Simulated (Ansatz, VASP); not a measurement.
**One calculation of Ti, two programs**

```
CELL_PARAMETERS angstrom
3.05600 0.00000 0.00000
-1.52800 2.64657 0.00000
0.00000 0.00000 4.27858
ATOMIC_POSITIONS crystal
Ti 0.33333 0.66667 0.25000
Ti 0.66667 0.33333 0.75000
```

Change from the starting cell: strain +0.040 along x and y, -0.080 along z, atoms carried along.

Alike in both runs: task single point; functional PBE; k mesh 24 × 24 × 14; occupations gaussian, width 0.15 eV; no spin polarisation.

```csv
,VASP,Ansatz
version,VASP 6.6.1,Ansatz 0.2.0
potentials or method,"VASP PAW PBE potentials, release 64 (Ti_sv), cutoff 520 eV","scalar-relativistic, plane waves, PAW"
valence electrons in the cell,24,24
```

Ansatz gave:

```
gap on the k mesh at the Fermi level (eV)                     : none
pressure (GPa)                                                : 1.2
traceless stress, the component that is largest in VASP (GPa) : 7.79
```

**Question.** Estimate VASP's values.

**Answer.** gap on the k mesh at the Fermi level (eV): none; pressure (GPa): 0.8; traceless stress, the component that is largest in VASP (GPa): 7.76.

A gap of «none» marks a metal or a gap that the smearing closes.
